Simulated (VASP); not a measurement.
Wanted: the native input for a VASP 6.6.1 run.

* Task: single point
* Functional: PBE
* Potentials or basis: VASP PAW PBE potentials, release 64 (Sr_sv, Cl)
* Cutoff: 520 eV
* k mesh: 6 × 6 × 6
* Occupations: gaussian, width 0.05 eV
* Spin: no spin polarisation
* Dipole correction: no
* Further INCAR settings: ALGO = Normal; EDIFF = 1e-06; NBANDS = 19

The structure of SrCl2 lies in POSCAR:

```
SrCl2
1.0
    0.0000000000      3.6139082795      3.4440545903
    3.6139082795      0.0000000000      3.4440545903
    3.6139082795      3.6139082795      0.0000000000
Sr Cl
1 2
Direct
    0.0000000000      0.0000000000      0.0000000000
    0.2500000000      0.2500000000      0.2500000000
    0.7500000000      0.7500000000      0.7500000000
```

One way to write it, as run:

INCAR

```
SYSTEM = SrCl2
PREC = Accurate
ENCUT = 520
EDIFF = 1E-6
ISMEAR = 0
SIGMA = 0.05
LREAL = .False.
LASPH = .True.
NELM = 60
ALGO = Normal
ISIF = 2
LWAVE = .False.
LCHARG = .True.
GGA = PE
LELF = .True.
LVHAR = .True.
NBANDS = 19
```

KPOINTS

```
Automatic mesh
0
Gamma
  6 6 6
  0 0 0
```

Potentials or basis: VASP PAW PBE potentials, release 64 (Sr_sv, Cl).

The run is started by

```console
$ cat potpaw_PBE.64/Sr_sv/POTCAR potpaw_PBE.64/Cl/POTCAR > POTCAR
$ mpirun -np 1 vasp_std > vasp.out
```

Results of the run:

```json
{
 "Pressure": "-0.9 GPa",
 "Band gap on the k mesh": "4.87 eV (least direct gap 5.14 eV)"
}
```

It took 48 s on 1 thread of Intel(R) Xeon(R) Platinum 8259CL CPU @ 2.50GHz (Skylake/Cascade Lake), on a shared host, peak memory 0.25 GiB.
